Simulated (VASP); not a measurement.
# Na (Pm-3m) in VASP: single point with PBEsol

Aim: the single point of Na with PBEsol.

All numbers are computed with VASP 6.6.1; they aren't measurements. Logs are shortened: lines on timing, memory, paths and dates and some standing lists are left out, and cuts for length are marked.

### Step 1. The cell of the first run

Symmetry: Pm-3m, No. 221, cubic system. The conventional cell has a = 7.023 Å, b = 7.023 Å, c = 7.023 Å, α = 90.00°, β = 90.00°, γ = 90.00°.

This isn't the form of Na at room conditions, which is bcc.

### Step 2. Single point, PBEsol

INCAR

```
SYSTEM = Na
PREC     = Accurate       ! precision mode
ENCUT    = 520            ! plane-wave cutoff, eV
EDIFF    = 1E-6           ! SCF threshold, eV
ISMEAR   = 1              ! smearing method
SIGMA    = 0.15           ! smearing width, eV
LREAL    = .FALSE.        ! projectors in reciprocal space
LASPH    = .TRUE.         ! aspherical terms in the spheres
NELM     = 100            ! most SCF steps
ALGO     = Normal         ! electronic algorithm
ISIF     = 2              ! what is computed and relaxed
LWAVE    = .FALSE.        ! write WAVECAR
LCHARG   = .FALSE.        ! write CHGCAR
GGA      = PS             ! functional
NBANDS   = 10             ! bands
```

KPOINTS

```
Automatic mesh
0
G
  4 4 4
  0 0 0
```

POSCAR

```
Na
1.0
    7.0233400000      0.0000000000      0.0000000000
    0.0000000000      7.0233400000      0.0000000000
    0.0000000000      0.0000000000      7.0233400000
Na
1
Direct
    0.0000000000      0.0000000000      0.0000000000
```

Potentials or basis: VASP PAW PBE potentials, release 64 (Na_pv).

Launch:

```console
$ cat potpaw_PBE.64/Na_pv/POTCAR > POTCAR
$ mpirun -np 1 vasp_std > vasp.out
```

OUTCAR:

```text
SYSTEM = Na
   PREC = Accurate
   ENCUT = 520
   EDIFF = 1E-6
   ISMEAR = 1
   LREAL = .FALSE.
   LASPH = .TRUE.
   NELM = 100
   ISIF = 2
   GGA = PS

 ion  position               nearest neighbor table
   1  0.000  0.000  0.000-

  LATTYP: Found a simple cubic cell.
 ALAT       =     7.0233400000

  Lattice vectors:

 A1 = (   7.0233400000,   0.0000000000,   0.0000000000)
 A2 = (   0.0000000000,   7.0233400000,   0.0000000000)
 A3 = (   0.0000000000,   0.0000000000,   7.0233400000)

Analysis of symmetry for initial positions (statically):
=====================================================================
 Subroutine PRICEL returns:
 Original cell was already a primitive cell.

 Routine SETGRP: Setting up the symmetry group for a
 simple cubic supercell.

 Subroutine GETGRP returns: Found 48 space group operations
 (whereof 48 operations were pure point group operations)
 out of a pool of 48 trial point group operations.

The static configuration has the point symmetry O_h .

Analysis of symmetry for dynamics (positions and initial velocities):
=====================================================================
 Subroutine PRICEL returns:
 Original cell was already a primitive cell.

 Routine SETGRP: Setting up the symmetry group for a
 simple cubic supercell.

 Subroutine GETGRP returns: Found 48 space group operations
 (whereof 48 operations were pure point group operations)
 out of a pool of 48 trial point group operations.

The dynamic configuration has the point symmetry O_h .

 Subroutine INISYM returns: Found 48 space group operations
 (whereof 48 operations are pure point group operations),
 and found     1 'primitive' translations

----------------------------------------------------------------------------------------

                                     Primitive cell

  volume of cell :     346.4424

  direct lattice vectors                    reciprocal lattice vectors
     7.023340000  0.000000000  0.000000000     0.142382399  0.000000000  0.000000000
     0.000000000  7.023340000  0.000000000     0.000000000  0.142382399  0.000000000
     0.000000000  0.000000000  7.023340000     0.000000000  0.000000000  0.142382399

  length of vectors
     7.023340000  7.023340000  7.023340000     0.142382399  0.142382399  0.142382399

  position of ions in fractional coordinates (direct lattice)
     0.000000000  0.000000000  0.000000000

  ion indices of the primitive-cell ions
[... 63 lines left out ...]
   IBRION =     -1    ionic relax: 0-MD 1-quasi-New 2-CG
   NFREE  =      0    steps in history (QN), initial steepest desc. (CG)
   ISIF   =      2    stress and relaxation
   ISYM   =      2    0-nonsym 1-usesym 2-fastsym
   POTIM  = 0.5000    time-step for ionic-motion
   TEBEG  =    0.0;   TEEND  =   0.0 temperature during run
   PSTRESS=    0.0 pullay stress
   NELECT =       7.0000    total number of electrons
   NUPDOWN=      -1.0000    fix difference up-down
   EMIN   =  10.00;   EMAX   =-10.00  energy-range for DOS
   EFERMI =   0.00;   METHOD = LEGACY
   ISMEAR =     1;   SIGMA  =   0.15  broadening in eV -4-tet -1-fermi 0-gaus
   EFERMI_NEDOS =   21; number of points for ismear=-14 and -15
   IALGO  =     38    algorithm
   IMIX   =      4    mixing-type and parameters
     AMIX     =   0.40;   BMIX     =  1.00
     AMIX_MAG =   1.60;   BMIX_MAG =  1.00
  volume/ion in A,a.u.               =     346.44      2337.91
  Fermi-wavevector in a.u.,A,eV,Ry     =   0.445893  0.842615  2.705116  0.198820
  Thomas-Fermi vector in A             =   1.423866
   LORBIT       =      0    0 simple, 1 ext, 2 COOP (PROOUT), +10 PAW based schemes
   GGA     = PS    functional components
   LHFCALC =     F    Hartree Fock is set to
   AEXX    =    0.0000 exact exchange contribution
   IVDW    =     0    specifies the selected vdW correction
   LEPSILON=     F    determine dielectric tensor
   LRPA    =     F    only Hartree local field effects (RPA)
 non-spin polarized calculation
 Methfessel and Paxton  Order N= 1 SIGMA  =   0.15
  energy-cutoff  :      520.00
  volume of cell :      346.44
 maximum number of plane-waves:      9358
 NGX is ok and might be reduce to    54
   NGX = 27   NGY = 27   NGZ = 27

 number of electron       7.0000020 magnetization

 Free energy of the ion-electron system (eV)
  ---------------------------------------------------
  ext. energy  EPLUGINS =         0.00000000
  ---------------------------------------------------
  free energy    TOTEN  =        -0.17360181 eV

  energy without entropy =       -0.16873408  energy(sigma->0) =       -0.17197923

 E-fermi :  -2.3198     XC(G=0):  -2.4136

 val. band max:       -2.3504355023   @ k =   0.2500   0.2500   0.2500
 cond. band min:      -2.3007871518   @ k =   0.5000   0.2500   0.0000
 fundamental gap:      0.0496483506
 Fermi energy:        -2.3197935808

 k-point     1 :       0.0000    0.0000    0.0000
  band No.  band energies     occupation
      1     -28.4198      2.00000
      2     -28.4198      2.00000
      3     -28.4198      2.00000
      4      -2.7192      2.00109
      5       0.3923     -0.00000
      6       0.3923     -0.00000
      7       0.3923     -0.00000
      8       0.6936      0.00000
      9       1.0890      0.00000
     10       1.0890      0.00000
[... 105 lines left out ...]
 k-point    10 :       0.5000    0.5000    0.5000
  band No.  band energies     occupation
      1     -28.4198      2.00000
      2     -28.4198      2.00000
      3     -28.4198      2.00000
      4      -1.8724     -0.00021
      5      -0.4112     -0.00000
      6      -0.4112     -0.00000
      7      -0.4112     -0.00000
      8       0.7451      0.00000
      9       0.7451      0.00000
     10       0.7451      0.00000

------------------------ aborting loop because EDIFF is reached ----------------------------------------

  FORCE on cell =-STRESS in cart. coord.  units (eV):
  Direction    XX          YY          ZZ          XY          YZ          ZX
  --------------------------------------------------------------------------------------
  -------------------------------------------------------------------------------------
  Total       -0.3186815     -0.3186815     -0.3186815     -0.0000000     -0.0000000      0.0000000
  in kB       -1.4737924     -1.4737924     -1.4737924     -0.0000000     -0.0000000      0.0000000
  external PRESSURE =      -1.4737924 kB  Pullay stress =       0.0000000 kB

 VOLUME and BASIS-vectors are now :
 -----------------------------------------------------------------------------
  energy-cutoff  :      520.00
  volume of cell :      346.44
      direct lattice vectors                 reciprocal lattice vectors
     7.023340000  0.000000000  0.000000000     0.142382399  0.000000000  0.000000000
     0.000000000  7.023340000  0.000000000     0.000000000  0.142382399  0.000000000
     0.000000000  0.000000000  7.023340000     0.000000000  0.000000000  0.142382399

 POSITION                                       TOTAL-FORCE (eV/Angst)
 -----------------------------------------------------------------------------------
      0.00000      0.00000      0.00000         0.000000      0.000000      0.000000
 -----------------------------------------------------------------------------------
    total drift:                                0.000000     -0.000000     -0.000000

  FREE ENERGIE OF THE ION-ELECTRON SYSTEM (eV)
  ---------------------------------------------------
  free  energy   TOTEN  =        -0.1736018061 eV

  energy  without entropy=       -0.1687340808  energy(sigma->0) =       -0.17197923
```

stdout:

```text
POSCAR found type information on POSCAR Na
 POSCAR found :  1 types and       1 ions
 scaLAPACK will be used
 -----------------------------------------------------------------------------
|                                                                             |
|                                                                             |
|     You enforced a specific xc type in the INCAR file but a different       |
|     I HOPE YOU KNOW WHAT YOU ARE DOING!                                     |
|                                                                             |
 -----------------------------------------------------------------------------

 LDA part: xc-table for (Slater+PW92), standard interpolation
 POSCAR, INCAR and KPOINTS ok, starting setup
 FFT: planning ... GRIDC
 FFT: planning ... GRID_SOFT
 FFT: planning ... GRID
 WAVECAR not read
 entering main loop
```

Wall time 38 s (1 thread of Intel Xeon Platinum 8488C (Sapphire Rapids), shared host); peak memory 0.37 GiB.

What came out:

| Quantity | Value |
| --- | --- |
| Free energy | -0.1736 eV |
| Pressure | -0.1 GPa |
| Band gap on the k mesh | zero (an odd number of electrons rules out a gap without spin polarisation) |

Levels at points of the mesh, in eV from the Fermi level:
| k point | band 1 | band 2 | band 3 | band 4 | band 5 | band 6 | band 7 |
| --- | --- | --- | --- | --- | --- | --- | --- |
| (0.00, 0.00, 0.00) | -26.10 | -26.10 | -26.10 | -0.40 | 2.71 | 2.71 | 2.71 |
| (0.50, 0.00, 0.00) | -26.10 | -26.10 | -26.10 | -0.10 | 1.21 | 2.98 | 2.98 |
| (0.50, 0.50, 0.00) | -26.10 | -26.10 | -26.10 | 0.18 | 1.58 | 1.58 | 2.59 |
| (0.50, 0.50, 0.50) | -26.10 | -26.10 | -26.10 | 0.45 | 1.91 | 1.91 | 1.91 |

Caveat: the PAW data sets were made with another functional, which shifts forces and pressure a little.
